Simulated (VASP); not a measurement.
# TaN (rocksalt type) (Fm-3m) in VASP: a series of runs

Runs on TaN (rocksalt type). Level: PBEsol. Tasks: single point.

Program: VASP 6.6.1. These are calculated values, not measurements. Logs are shortened: lines on timing, memory, paths and dates and some standing lists are left out, and cuts for length are marked.

### 1 The cell of the first run

Symmetry: Fm-3m, No. 225, cubic system. The conventional cell has a = 4.193 Å, b = 4.193 Å, c = 4.193 Å, α = 90.00°, β = 90.00°, γ = 90.00°. Ta (site symmetry m-3m) has 6 N at 2.10 Å within 2.8 Å. N (site symmetry m-3m) has 6 Ta at 2.10 Å within 2.8 Å.

### 2 Single point, PBEsol (9.22 Å³/atom)

INCAR reads:

```
SYSTEM = TaN
  PREC = Accurate
  ENCUT = 520
  EDIFF = 1E-6
  ISMEAR = -1
  SIGMA = 0.08
  LREAL = .FALSE.
  LASPH = .TRUE.
  NELM = 60
  ALGO = Normal
  ISIF = 2
  LWAVE = .FALSE.
  LCHARG = .FALSE.
  GGA = PS
  NBANDS = 15
```

KPOINTS reads:

```
Automatic mesh
0
G
  15 15 15
  0 0 0
```

POSCAR reads:

```
TaN
1.0
    0.0000000000      2.0965289940      2.0965289940
    2.0965289940      0.0000000000      2.0965289940
    2.0965289940      2.0965289940      0.0000000000
Ta N
1 1
Direct
    0.0000000000      0.0000000000      0.0000000000
    0.5000000000      0.5000000000      0.5000000000
```

Potentials or basis: VASP PAW PBE potentials, release 64 (Ta_pv, N).

On the command line:

```bash
$ cat potpaw_PBE.64/Ta_pv/POTCAR potpaw_PBE.64/N/POTCAR > POTCAR
$ mpirun -np 1 vasp_std > vasp.out
```

OUTCAR:

```text
SYSTEM = TaN
   PREC = Accurate
   ENCUT = 520
   EDIFF = 1E-6
   ISMEAR = -1
   LREAL = .FALSE.
   LASPH = .TRUE.
   NELM = 60
   ISIF = 2
   GGA = PS

 ion  position               nearest neighbor table
   1  0.000  0.000  0.000-   2 2.10   2 2.10   2 2.10   2 2.10   2 2.10   2 2.10
   2  0.500  0.500  0.500-   1 2.10   1 2.10   1 2.10   1 2.10   1 2.10   1 2.10

  LATTYP: Found a face centered cubic cell.
 ALAT       =     4.1930579880

  Lattice vectors:

 A1 = (   0.0000000000,   2.0965289940,   2.0965289940)
 A2 = (   2.0965289940,   0.0000000000,   2.0965289940)
 A3 = (   2.0965289940,   2.0965289940,   0.0000000000)

Analysis of symmetry for initial positions (statically):
=====================================================================
 Subroutine PRICEL returns:
 Original cell was already a primitive cell.

 Routine SETGRP: Setting up the symmetry group for a
 face centered cubic supercell.

 Subroutine GETGRP returns: Found 48 space group operations
 (whereof 48 operations were pure point group operations)
 out of a pool of 48 trial point group operations.

The static configuration has the point symmetry O_h .

Analysis of symmetry for dynamics (positions and initial velocities):
=====================================================================
 Subroutine PRICEL returns:
 Original cell was already a primitive cell.

 Routine SETGRP: Setting up the symmetry group for a
 face centered cubic supercell.

 Subroutine GETGRP returns: Found 48 space group operations
 (whereof 48 operations were pure point group operations)
 out of a pool of 48 trial point group operations.

The dynamic configuration has the point symmetry O_h .

 Subroutine INISYM returns: Found 48 space group operations
 (whereof 48 operations are pure point group operations),
 and found     1 'primitive' translations

----------------------------------------------------------------------------------------

                                     Primitive cell

  volume of cell :      18.4303

  direct lattice vectors                    reciprocal lattice vectors
     0.000000000  2.096528994  2.096528994    -0.238489428  0.238489428  0.238489428
     2.096528994  0.000000000  2.096528994     0.238489428 -0.238489428  0.238489428
     2.096528994  2.096528994  0.000000000     0.238489428  0.238489428 -0.238489428

  length of vectors
[... 91 lines left out ...]
   TEBEG  =    0.0;   TEEND  =   0.0 temperature during run
   PSTRESS=    0.0 pullay stress
   NELECT =      16.0000    total number of electrons
   NUPDOWN=      -1.0000    fix difference up-down
   EMIN   =  10.00;   EMAX   =-10.00  energy-range for DOS
   EFERMI =   0.00;   METHOD = LEGACY
   ISMEAR =    -1;   SIGMA  =   0.08  broadening in eV -4-tet -1-fermi 0-gaus
   EFERMI_NEDOS =   21; number of points for ismear=-14 and -15
   IALGO  =     38    algorithm
   IMIX   =      4    mixing-type and parameters
     AMIX     =   0.40;   BMIX     =  1.00
     AMIX_MAG =   1.60;   BMIX_MAG =  1.00
  volume/ion in A,a.u.               =       9.22        62.19
  Fermi-wavevector in a.u.,A,eV,Ry     =   1.561723  2.951228 33.184312  2.438978
  Thomas-Fermi vector in A             =   2.664746
   LORBIT       =      0    0 simple, 1 ext, 2 COOP (PROOUT), +10 PAW based schemes
   GGA     = PS    functional components
   LHFCALC =     F    Hartree Fock is set to
   AEXX    =    0.0000 exact exchange contribution
   IVDW    =     0    specifies the selected vdW correction
   LEPSILON=     F    determine dielectric tensor
   LRPA    =     F    only Hartree local field effects (RPA)
 non-spin polarized calculation
  energy-cutoff  :      520.00
  volume of cell :       18.43
 maximum number of plane-waves:       531
 NGX is ok and might be reduce to    24
   NGX = 11   NGY = 11   NGZ = 11

 number of electron      16.0000002 magnetization

 Free energy of the ion-electron system (eV)
  ---------------------------------------------------
  ext. energy  EPLUGINS =         0.00000000
  ---------------------------------------------------
  free energy    TOTEN  =       -22.77677407 eV

  energy without entropy =      -22.76472016  energy(sigma->0) =      -22.77074712

 E-fermi :  11.0566     XC(G=0): -14.3928

 val. band max:       11.0357153802   @ k =   0.2667   0.0667   0.0000
 cond. band min:      11.1199911812   @ k =   0.0000   0.0000   0.0000
 fundamental gap:      0.0842758010
 Fermi energy:        11.0565615649

 k-point     1 :       0.0000    0.0000    0.0000
  band No.  band energies     occupation
      1     -24.3562      2.00000
      2     -24.3562      2.00000
      3     -24.3562      2.00000
      4      -8.9357      2.00000
      5       6.8664      2.00000
      6       6.8664      2.00000
      7       6.8664      2.00000
      8       8.4936      2.00000
      9       8.4936      2.00000
     10       8.4936      2.00000
     11      11.1200      0.62311
     12      11.1200      0.62310
     13      13.9594      0.00000
     14      20.4870      0.00000
[... 401 lines left out ...]
      2     -24.4748      2.00000
      3     -24.4595      2.00000
      4      -7.8392      2.00000
      5       3.0396      2.00000
      6       5.4018      2.00000
      7       5.6004      2.00000
      8       7.5482      2.00000
      9      11.0136      1.26211
     10      11.1237      0.60344
     11      12.2640      0.00000
     12      13.9466      0.00000
     13      17.5200      0.00000
     14      23.6632      0.00000
     15      23.7727      0.00000

 [... further k-points ...]

------------------------ aborting loop because EDIFF is reached ----------------------------------------

  FORCE on cell =-STRESS in cart. coord.  units (eV):
  Direction    XX          YY          ZZ          XY          YZ          ZX
  --------------------------------------------------------------------------------------
  -------------------------------------------------------------------------------------
  Total        7.1752161      7.1752161      7.1752161     -0.0000000      0.0000000     -0.0000000
  in kB      623.7534438    623.7534438    623.7534438     -0.0000000      0.0000000     -0.0000000
  external PRESSURE =     623.7534438 kB  Pullay stress =       0.0000000 kB

 VOLUME and BASIS-vectors are now :
 -----------------------------------------------------------------------------
  energy-cutoff  :      520.00
  volume of cell :       18.43
      direct lattice vectors                 reciprocal lattice vectors
     0.000000000  2.096528994  2.096528994    -0.238489428  0.238489428  0.238489428
     2.096528994  0.000000000  2.096528994     0.238489428 -0.238489428  0.238489428
     2.096528994  2.096528994  0.000000000     0.238489428  0.238489428 -0.238489428

 POSITION                                       TOTAL-FORCE (eV/Angst)
 -----------------------------------------------------------------------------------
      0.00000      0.00000      0.00000        -0.000000      0.000000      0.000000
      2.09653      2.09653      2.09653         0.000000      0.000000     -0.000000
 -----------------------------------------------------------------------------------
    total drift:                                0.000000     -0.000000     -0.000000

  FREE ENERGIE OF THE ION-ELECTRON SYSTEM (eV)
  ---------------------------------------------------
  free  energy   TOTEN  =       -22.7767740717 eV

  energy  without entropy=      -22.7647201622  energy(sigma->0) =      -22.77074712
```

OSZICAR:

```text
N       E                     dE             d eps       ncg     rms          rms(c)
DAV:   1     0.975807707498E+02    0.97581E+02   -0.85558E+03  3600   0.114E+03
DAV:   2    -0.227737831584E+02   -0.12035E+03   -0.11385E+03  4342   0.316E+02
DAV:   3    -0.256108788053E+02   -0.28371E+01   -0.28211E+01  3957   0.473E+01
DAV:   4    -0.256203332192E+02   -0.94544E-02   -0.94516E-02  4531   0.298E+00
DAV:   5    -0.256203725960E+02   -0.39377E-04   -0.39377E-04  4133   0.171E-01    0.329E+01
DAV:   6    -0.228502855769E+02    0.27701E+01   -0.48323E+00  4473   0.261E+01    0.144E+01
DAV:   7    -0.228103229487E+02    0.39963E-01   -0.45634E-01  3999   0.549E+00    0.905E+00
DAV:   8    -0.227817658184E+02    0.28557E-01   -0.87767E-02  4083   0.236E+00    0.180E+00
DAV:   9    -0.227770053581E+02    0.47605E-02   -0.13738E-02  3929   0.954E-01    0.407E-01
DAV:  10    -0.227768444920E+02    0.16087E-03   -0.11147E-03  4090   0.396E-01    0.113E-01
DAV:  11    -0.227767757129E+02    0.68779E-04   -0.14014E-04  3971   0.133E-01    0.341E-02
DAV:  12    -0.227767745553E+02    0.11576E-05   -0.86166E-06  3964   0.280E-02    0.757E-03
DAV:  13    -0.227767740717E+02    0.48366E-06   -0.74600E-07  1969   0.702E-03
   1 F= -.22776774E+02 E0= -.22770747E+02  d E =-.120539E-01
```

stdout:

```text
POSCAR found type information on POSCAR TaN
 POSCAR found :  2 types and       2 ions
 scaLAPACK will be used
 -----------------------------------------------------------------------------
|                                                                             |
|                                                                             |
|     You enforced a specific xc type in the INCAR file but a different       |
|     I HOPE YOU KNOW WHAT YOU ARE DOING!                                     |
|                                                                             |
 -----------------------------------------------------------------------------

 LDA part: xc-table for (Slater+PW92), standard interpolation
 POSCAR, INCAR and KPOINTS ok, starting setup
 FFT: planning ... GRIDC
 FFT: planning ... GRID_SOFT
 FFT: planning ... GRID
 WAVECAR not read
 entering main loop
```

It took 10 s on 1 thread of Intel Xeon 6975P-C (Granite Rapids), shared host; peak memory 0.16 GiB.

Results:

* Free energy: -22.7768 eV
* Pressure: 62.4 GPa
* Band gap on the k mesh: zero (bands 8 and 9 overlap by 4.82 eV)

Caveat: the cell stands under pressure; the PAW data sets were made with another functional, which shifts forces and pressure a little; spin-orbit coupling is left out, which moves the levels of the heavy elements.

### 3 Single point, PBEsol (9.84 Å³/atom)

This run uses another cell than the first one, of 9.84 Å³/atom.

INCAR reads:

```
SYSTEM = TaN
PREC = Accurate
ENCUT = 520
EDIFF = 1E-7
ISMEAR = -1
SIGMA = 0.08
LREAL = .False.
LASPH = .True.
NELM = 60
ALGO = Normal
ISIF = 2
LWAVE = .False.
LCHARG = .False.
GGA = PS
NBANDS = 15
```

KPOINTS reads:

```
regular mesh
0
Gamma
  15 15 15
  0 0 0
```

POSCAR reads:

```
TaN
1.0
    0.0000000000      2.1431337060      2.1431337060
    2.1431337060      0.0000000000      2.1431337060
    2.1431337060      2.1431337060      0.0000000000
Ta N
1 1
Direct
    0.0000000000      0.0000000000      0.0000000000
    0.5000000000      0.5000000000      0.5000000000
```

Potentials or basis: VASP PAW PBE potentials, release 64 (Ta_pv, N).

On the command line:

```bash
$ cat potpaw_PBE.64/Ta_pv/POTCAR potpaw_PBE.64/N/POTCAR > POTCAR
$ mpirun -np 1 vasp_std > vasp.out
```

Wall time 11 s (1 thread of Intel Xeon 6975P-C (Granite Rapids), shared host); peak memory 0.16 GiB.

Results (log left out):

- Free energy: -23.1196 eV
- Pressure: 26.7 GPa
- Band gap on the k mesh: zero (bands 8 and 9 overlap by 4.40 eV)

Levels at points of the mesh, in eV from the Fermi level:
| k point | band 5 | band 6 | band 7 | band 8 | band 9 | band 10 | band 11 | band 12 |
| --- | --- | --- | --- | --- | --- | --- | --- | --- |
| (0.00, 0.00, 0.00) | -4.01 | -4.01 | -4.01 | -2.35 | -2.35 | -2.35 | 0.05 | 0.05 |

Caveat: the cell stands under pressure; the PAW data sets were made with another functional, which shifts forces and pressure a little; spin-orbit coupling is left out, which moves the levels of the heavy elements.

### 4 Single point, PBEsol

This run uses another cell than the first one, of 10.47 Å³/atom.

INCAR reads:

```
PREC = Accurate
ENCUT = 520
EDIFF = 1E-6
ISMEAR = -1
SIGMA = 0.08
LREAL = False
LASPH = True
NELM = 60
ALGO = Normal
ISIF = 2
LWAVE = False
LCHARG = False
GGA = PS
NBANDS = 15
```

KPOINTS reads:

```
Automatic mesh
0
Gamma
  15 15 15
```

POSCAR reads:

```
TaN
1.0
    0.0000000000      2.1877951177      2.1877951177
    2.1877951177      0.0000000000      2.1877951177
    2.1877951177      2.1877951177      0.0000000000
Ta N
1 1
Direct
    0.0000000000      0.0000000000      0.0000000000
    0.5000000000      0.5000000000      0.5000000000
```

Potentials or basis: VASP PAW PBE potentials, release 64 (Ta_pv, N).

On the command line:

```bash
$ cat potpaw_PBE.64/Ta_pv/POTCAR potpaw_PBE.64/N/POTCAR > POTCAR
$ mpirun -np 1 vasp_std > vasp.out
```

OUTCAR:

```text
PREC = Accurate
   ENCUT = 520
   EDIFF = 1E-6
   ISMEAR = -1
   LREAL = False
   LASPH = True
   NELM = 60
   ISIF = 2
   GGA = PS

 ion  position               nearest neighbor table
   1  0.000  0.000  0.000-   2 2.19   2 2.19   2 2.19   2 2.19   2 2.19   2 2.19
   2  0.500  0.500  0.500-   1 2.19   1 2.19   1 2.19   1 2.19   1 2.19   1 2.19

  LATTYP: Found a face centered cubic cell.
 ALAT       =     4.3755902354

  Lattice vectors:

[... 617 lines left out ...]

------------------------ aborting loop because EDIFF is reached ----------------------------------------

  FORCE on cell =-STRESS in cart. coord.  units (eV):
  Direction    XX          YY          ZZ          XY          YZ          ZX
  --------------------------------------------------------------------------------------
  -------------------------------------------------------------------------------------
  Total        0.1302080      0.1302080      0.1302080      0.0000000      0.0000000      0.0000000
  in kB        9.9608929      9.9608929      9.9608929      0.0000000      0.0000000      0.0000000
  external PRESSURE =       9.9608929 kB  Pullay stress =       0.0000000 kB

 VOLUME and BASIS-vectors are now :
 -----------------------------------------------------------------------------
  energy-cutoff  :      520.00
  volume of cell :       20.94
      direct lattice vectors                 reciprocal lattice vectors
     0.000000000  2.187795118  2.187795118    -0.228540596  0.228540596  0.228540596
     2.187795118  0.000000000  2.187795118     0.228540596 -0.228540596  0.228540596
     2.187795118  2.187795118  0.000000000     0.228540596  0.228540596 -0.228540596

 POSITION                                       TOTAL-FORCE (eV/Angst)
 -----------------------------------------------------------------------------------
      0.00000      0.00000      0.00000         0.000000     -0.000000      0.000000
      2.18780      2.18780      2.18780        -0.000000      0.000000     -0.000000
 -----------------------------------------------------------------------------------
    total drift:                                0.000000     -0.000000     -0.000000

  FREE ENERGIE OF THE ION-ELECTRON SYSTEM (eV)
  ---------------------------------------------------
  free  energy   TOTEN  =       -23.2239396557 eV

  energy  without entropy=      -23.2090024705  energy(sigma->0) =      -23.21647106
```

stdout:

```text
POSCAR found type information on POSCAR TaN
 POSCAR found :  2 types and       2 ions
 scaLAPACK will be used
 -----------------------------------------------------------------------------
|                                                                             |
|                                                                             |
|     You enforced a specific xc type in the INCAR file but a different       |
|     I HOPE YOU KNOW WHAT YOU ARE DOING!                                     |
|                                                                             |
 -----------------------------------------------------------------------------

 LDA part: xc-table for (Slater+PW92), standard interpolation
 POSCAR, INCAR and KPOINTS ok, starting setup
 FFT: planning ... GRIDC
 FFT: planning ... GRID_SOFT
 FFT: planning ... GRID
 WAVECAR not read
 entering main loop
```

Wall time 11 s (1 thread of Intel Xeon 6975P-C (Granite Rapids), shared host); peak memory 0.17 GiB.

What came out:

* Free energy: -23.2239 eV
* Pressure: 1.0 GPa
* Band gap on the k mesh: zero (bands 8 and 9 overlap by 4.03 eV)

Caveat: the PAW data sets were made with another functional, which shifts forces and pressure a little; spin-orbit coupling is left out, which moves the levels of the heavy elements.

### 5 The runs side by side

| cell | gap on the mesh (eV) | pressure (GPa) |
| --- | --- | --- |
| a = 2.965 Å, angles 60.0°, 2 atoms | none | 62.4 |
| a = 3.031 Å, angles 60.0°, 2 atoms | none | 26.7 |
| a = 3.094 Å, angles 60.0°, 2 atoms | none | 1.0 |

Alike in all rows: task single point; level PBEsol; potentials or basis VASP PAW PBE potentials, release 64 (Ta_pv, N); no spin polarisation; k mesh 15 × 15 × 15; cutoff (eV) 520; smearing fermi-dirac 0.08 eV.

Caveats: the PAW data sets were made with another functional, which shifts forces and pressure a little; spin-orbit coupling is left out, which moves the levels of the heavy elements; the cell stands under pressure (at least some runs).

Total energies depend on the potentials used, so only differences within one code and one set of settings carry meaning.
